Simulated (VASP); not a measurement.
Set up this calculation in VASP 6.6.1, as the native input.

```yaml
Task: single point
Functional: PBEsol
Potentials_or_basis: VASP PAW PBE potentials, release 64 (Al, Ni)
Cutoff: 520 eV
k_mesh: 12 × 12 × 10
Occupations: gaussian, width 0.15 eV
Spin: no spin polarisation
Dipole_correction: no
Further_INCAR_settings: ALGO = Fast; EDIFF = 1e-06; NBANDS = 22
```

The structure of Al3Ni2 lies in POSCAR:

```
Al3Ni2
1.0
    4.0031396433      0.0000000000      0.0000000000
   -2.0015698216      3.4668206260      0.0000000000
    0.0000000000      0.0000000000      4.9809512260
Al Ni
3 2
Direct
    0.0000000000      0.0000000000      0.0000000000
    0.3333333333      0.6666666667      0.6477829059
    0.6666666667      0.3333333333      0.3522170941
    0.3333333333      0.6666666667      0.1455709067
    0.6666666667      0.3333333333      0.8544290933
```

This cell differs from its parent crystal: strain +0.000 along x and y, +0.025 along z.

One way to write it, as run:

INCAR

```
PREC     = Accurate       # precision mode
ENCUT    = 520            # plane-wave cutoff, eV
EDIFF    = 1E-6           # SCF threshold, eV
ISMEAR   = 0              # smearing method
SIGMA    = 0.15           # smearing width, eV
LREAL    = F              # projectors in reciprocal space
LASPH    = T              # aspherical terms in the spheres
NELM     = 100            # most SCF steps
ALGO     = Fast           # electronic algorithm
ISIF     = 2              # what is computed and relaxed
LWAVE    = F              # write WAVECAR
LCHARG   = F              # write CHGCAR
GGA      = PS             # functional
NBANDS   = 22             # bands
```

KPOINTS

```
regular mesh
0
Gamma
  12 12 10
```

Potentials or basis: VASP PAW PBE potentials, release 64 (Al, Ni).

The run is started by

```bash
$ cat potpaw_PBE.64/Al/POTCAR potpaw_PBE.64/Ni/POTCAR > POTCAR
$ mpirun -np 1 vasp_std > vasp.out
```

It gave:

| Quantity | Value |
| --- | --- |
| Pressure | -3.3 GPa |
| Largest force | 0.066 eV/Å |
| Band gap on the k mesh | zero (an odd number of electrons rules out a gap without spin polarisation) |

Caveat: the cell differs from its parent crystal (strain +0.000 along x and y, +0.025 along z); the cell stands under tension; the PAW data sets were made with another functional, which shifts forces and pressure a little.

Run time: 9.3 min on 1 thread of Intel Xeon 8259CL, with other jobs on the host, peak memory 0.34 GiB.
